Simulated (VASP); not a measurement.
# TiO2 (I4/mmm) in VASP: single point with HSE06

Aim: the single point of TiO2 with HSE06.

All numbers are computed with VASP 6.6.1; they aren't measurements. Logs are shortened: lines on timing, memory, paths and dates and some standing lists are left out, and cuts for length are marked.

**1. The cell of the first run**

It takes space group I4/mmm (No. 139, tetragonal). The conventional cell has a = 3.390 Å, b = 3.390 Å, c = 4.563 Å, α = 90.00°, β = 90.00°, γ = 90.00°. Within 2.7 Å of Ti (site symmetry 4/mmm) lie 8 O at 2.04 Å. O (site symmetry -4m2) has 4 Ti at 2.04 Å and 6 O at 2.28 to 2.40 Å within 2.7 Å.

**2. Single point, HSE06 (uniaxial x strain -4.8%)**

POSCAR

```
TiO2
1.0
    0.0000000000      2.3968272579      2.3968272579
    2.2813001841      0.0000000000      2.3968272579
    2.2813001841      2.3968272579      0.0000000000
Ti O
1 2
Direct
    0.0000000000      0.0000000000      0.0000000000
    0.2500000000      0.2500000000      0.2500000000
    0.7500000000      0.7500000000      0.7500000000
```

INCAR.step1

```
PREC = Accurate
ENCUT = 520
EDIFF = 1E-5
ISMEAR = 0
SIGMA = 0.01
LREAL = False
LASPH = True
NELM = 60
ALGO = Normal
ISIF = 2
LWAVE = True
LCHARG = False
GGA = PE
NBANDS = 19
KPAR = 4
```

INCAR.step2

```
PREC = Accurate
ENCUT = 520
EDIFF = 1E-6
ISMEAR = 0
SIGMA = 0.01
LREAL = False
LASPH = True
NELM = 60
ALGO = Normal
ISIF = 2
LWAVE = False
LCHARG = False
GGA = PE
LHFCALC = True
HFSCREEN = 0.2079
PRECFOCK = Normal
ISTART = 1
NBANDS = 19
KPAR = 4
```

KPOINTS

```
regular mesh
0
Gamma
  6 6 6
```

Potentials or basis: VASP PAW PBE potentials, release 64 (Ti_sv, O).

Started as:

```
$ cat potpaw_PBE.64/Ti_sv/POTCAR potpaw_PBE.64/O/POTCAR > POTCAR
$ cp INCAR.step1 INCAR
$ mpirun -np 4 vasp_std > vasp.out
$ cp INCAR.step2 INCAR
$ mpirun -np 4 vasp_std > vasp.out
```

OUTCAR:

```text
PREC = Accurate
   ENCUT = 520
   EDIFF = 1E-6
   ISMEAR = 0
   LREAL = False
   LASPH = True
   NELM = 60
   ISIF = 2
   GGA = PE
   LHFCALC = True
   HFSCREEN = 0.2079
   PRECFOCK = Normal
   ISTART = 1

 ion  position               nearest neighbor table
   1  0.000  0.000  0.000-   3 2.04   3 2.04   3 2.04   2 2.04   3 2.04   2 2.04   2 2.04   2 2.04

   2  0.250  0.250  0.250-   1 2.04   1 2.04   1 2.04   1 2.04
   3  0.750  0.750  0.750-   1 2.04   1 2.04   1 2.04   1 2.04

  LATTYP: Found a body centered tetragonal cell.
 ALAT       =     3.3896256148
 C/A-ratio  =     1.3460484687

  Lattice vectors:

 A1 = (  -2.2813001841,   0.0000000000,  -2.3968272579)
 A2 = (  -2.2813001841,   0.0000000000,   2.3968272579)
 A3 = (   2.2813001841,   2.3968272579,   0.0000000000)

Analysis of symmetry for initial positions (statically):
=====================================================================
 Subroutine PRICEL returns:
 Original cell was already a primitive cell.

 Routine SETGRP: Setting up the symmetry group for a
 body centered tetragonal supercell.

 Subroutine GETGRP returns: Found 16 space group operations
 (whereof 16 operations were pure point group operations)
 out of a pool of 16 trial point group operations.

The static configuration has the point symmetry D_4h.

Analysis of symmetry for dynamics (positions and initial velocities):
=====================================================================
 Subroutine PRICEL returns:
 Original cell was already a primitive cell.

 Routine SETGRP: Setting up the symmetry group for a
 body centered tetragonal supercell.

 Subroutine GETGRP returns: Found 16 space group operations
 (whereof 16 operations were pure point group operations)
 out of a pool of 16 trial point group operations.

The dynamic configuration has the point symmetry D_4h.

 Subroutine INISYM returns: Found 16 space group operations
 (whereof 16 operations are pure point group operations),
 and found     1 'primitive' translations

----------------------------------------------------------------------------------------

                                     Primitive cell

  volume of cell :      26.2111

  direct lattice vectors                    reciprocal lattice vectors
[... 94 lines left out ...]
   NFREE  =      0    steps in history (QN), initial steepest desc. (CG)
   ISIF   =      2    stress and relaxation
   ISYM   =      3    0-nonsym 1-usesym 2-fastsym
   POTIM  = 0.5000    time-step for ionic-motion
   TEBEG  =    0.0;   TEEND  =   0.0 temperature during run
   PSTRESS=    0.0 pullay stress
   NELECT =      24.0000    total number of electrons
   NUPDOWN=      -1.0000    fix difference up-down
   EMIN   =  10.00;   EMAX   =-10.00  energy-range for DOS
   EFERMI =   0.00;   METHOD = LEGACY
   ISMEAR =     0;   SIGMA  =   0.01  broadening in eV -4-tet -1-fermi 0-gaus
   EFERMI_NEDOS =   21; number of points for ismear=-14 and -15
   IALGO  =     38    algorithm
   IMIX   =      1    mixing-type and parameters
     AMIX     =   0.40;   BMIX     =  1.00
     AMIX_MAG =   1.60;   BMIX_MAG =  1.00
  volume/ion in A,a.u.               =       8.74        58.96
  Fermi-wavevector in a.u.,A,eV,Ry     =   1.589705  3.004107 34.384137  2.527163
  Thomas-Fermi vector in A             =   2.688513
   LORBIT       =      0    0 simple, 1 ext, 2 COOP (PROOUT), +10 PAW based schemes
   GGA     = PE    functional components
   LHFCALC =     T    Hartree Fock is set to
   PRECFOCK=normal    Normal, Fast or Accurate (Low or Medium for compatibility)
   ENCUT4O =  -1.0   cutoff for four orbital integrals eV
   NKREDX  =     1    reduce k-point grid by
   NKREDY  =     1    reduce k-point grid by
   NKREDZ  =     1    reduce k-point grid by
   AEXX    =    0.2500 exact exchange contribution
   HFSCREEN=    0.2079 screening length (either q_TF or 0.3 A-1)
   HFSCREENC=   0.2079 screening length for correlation (either q_TF or 0.3 A-1)
   ENCUTFOCK=  -1.0 apply spherical cutoff to Coloumb kernel
   IVDW    =     0    specifies the selected vdW correction
   LEPSILON=     F    determine dielectric tensor
   LRPA    =     F    only Hartree local field effects (RPA)
 non-spin polarized calculation
 Gauss-broadening in eV      SIGMA  =   0.01
  energy-cutoff  :      520.00
  volume of cell :       26.21
 maximum number of plane-waves:       720
 NGX is ok and might be reduce to    28
  NGX = 20; NGY = 20; NGZ = 20

 number of electron      23.9999996 magnetization

 Free energy of the ion-electron system (eV)
  ---------------------------------------------------
  ext. energy  EPLUGINS =         0.00000000
  ---------------------------------------------------
  free energy    TOTEN  =       -32.13867170 eV

  energy without entropy =      -32.13867170  energy(sigma->0) =      -32.13867170

 E-fermi :   8.0053     XC(G=0): -10.2395

 val. band max:        7.7108240043   @ k =   0.0000   0.5000   0.5000
 cond. band min:       9.7707397406   @ k =   0.0000   0.0000   0.0000
 fundamental gap:      2.0599157363
 Fermi energy:         8.0052555470

 k-point     1 :       0.0000    0.0000    0.0000
  band No.  band energies     occupation
      1     -54.8584      2.00000
      2     -29.2711      2.00000
      3     -29.2618      2.00000
      4     -29.2618      2.00000
      5     -14.8003      2.00000
      6     -10.3216      2.00000
[... 505 lines left out ...]
      6     -12.2620      2.00000
[... 11 lines left out ...]
     18      20.2898      0.00000
     19      25.3218      0.00000

 [... further k-points ...]

------------------------ aborting loop because EDIFF is reached ----------------------------------------

  FORCE on cell =-STRESS in cart. coord.  units (eV):
  Direction    XX          YY          ZZ          XY          YZ          ZX
  --------------------------------------------------------------------------------------
  -------------------------------------------------------------------------------------
  Total        5.5363000      0.2745053      0.2745053      0.0000000      0.0000000     -0.0000000
  in kB      338.4108646     16.7793582     16.7793582      0.0000000      0.0000000     -0.0000000
  external PRESSURE =     123.9898604 kB  Pullay stress =       0.0000000 kB

 VOLUME and BASIS-vectors are now :
 -----------------------------------------------------------------------------
  energy-cutoff  :      520.00
  volume of cell :       26.21
      direct lattice vectors                 reciprocal lattice vectors
     0.000000000  2.396827258  2.396827258    -0.219173261  0.208609110  0.208609110
     2.281300184  0.000000000  2.396827258     0.219173261 -0.208609110  0.208609110
     2.281300184  2.396827258  0.000000000     0.219173261  0.208609110 -0.208609110

 POSITION                                       TOTAL-FORCE (eV/Angst)
 -----------------------------------------------------------------------------------
      0.00000      0.00000      0.00000         0.000000     -0.000000      0.000000
      1.14065      1.19841      1.19841        -0.000000      0.000000      0.000000
      3.42195      3.59524      3.59524         0.000000      0.000000     -0.000000
 -----------------------------------------------------------------------------------
    total drift:                                0.000000      0.000000     -0.000000

  FREE ENERGIE OF THE ION-ELECTRON SYSTEM (eV)
  ---------------------------------------------------
  free  energy   TOTEN  =       -32.1386717021 eV

  energy  without entropy=      -32.1386717021  energy(sigma->0) =      -32.13867170
```

Wall time 28 min (4 MPI ranks of Intel Xeon Platinum 8375C at 2.90GHz (Ice Lake), shared host); peak memory 0.26 GiB.

Results:

```
Free energy            : -32.1387 eV
Pressure               : 12.4 GPa
Band gap on the k mesh : 2.06 eV (least direct gap 2.95 eV)
```

Caveat: the cell differs from its parent crystal (uniaxial x strain -4.8%); the cell stands under pressure; the PAW data sets were made with another functional, which shifts forces and pressure a little. A k mesh can miss the band edges.
